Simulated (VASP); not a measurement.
Input of a VASP 6.6.1 run:

Contents of INCAR:

```
SYSTEM = Nb6ZnAu2
PREC     = Accurate       ! precision mode
ENCUT    = 520            ! plane-wave cutoff, eV
EDIFF    = 1E-6           ! SCF threshold, eV
ISMEAR   = -1             ! smearing method
SIGMA    = 0.1            ! smearing width, eV
LREAL    = .False.        ! projectors in reciprocal space
LASPH    = .True.         ! aspherical terms in the spheres
NELM     = 60             ! most SCF steps
ALGO     = Normal         ! electronic algorithm
ISIF     = 2              ! what is computed and relaxed
LWAVE    = .False.        ! write WAVECAR
LCHARG   = .False.        ! write CHGCAR
GGA      = PS             ! functional
NBANDS   = 66             ! bands
```

The input KPOINTS:

```
regular mesh
0
Gamma
  6 6 4
  0 0 0
```

Contents of POSCAR:

```
Nb6ZnAu2
1.0
    0.0000000000      5.0258500000      0.0000000000
    4.6265950000     -2.5129250000      0.0000000000
    1.2008950000      0.0000000000     -8.4696950000
Au Zn Nb
2 1 6
Direct
    0.1447400000      0.2894800000      0.7509700000
    0.8552600000      0.7105200000      0.2490300000
    0.0000000000      0.0000000000      0.0000000000
    0.4703000000      0.9406000000      0.7247000000
    0.5297000000      0.0594000000      0.2753000000
    0.2926000000      0.5852000000      0.0705000000
    0.7074000000      0.4148000000      0.9295000000
    0.1736000000      0.3472000000      0.4092000000
    0.8264000000      0.6528000000      0.5908000000
```

Potentials or basis: VASP PAW PBE potentials, release 64 (Au, Zn, Nb_sv).

Launch:

```console
$ cat potpaw_PBE.64/Au/POTCAR potpaw_PBE.64/Zn/POTCAR potpaw_PBE.64/Nb_sv/POTCAR > POTCAR
$ mpirun -np 1 vasp_std > vasp.out
```

Predict the pressure.

-22.2 GPa.

Estimate the band gap on the k mesh.

zero (bands 56 and 57 overlap by 0.40 eV).

Estimate the largest force.

2.271 eV/Å.

Stress tensor (GPa, compression positive):
```
-22.82   0.00   1.55
  0.00 -24.84   0.00
  1.55   0.00 -18.90
```

Caveat: the stress differs along the axes, from -25 to -19 GPa; the PAW data sets were made with another functional, which shifts forces and pressure a little; spin-orbit coupling is left out, which moves the levels of the heavy elements.
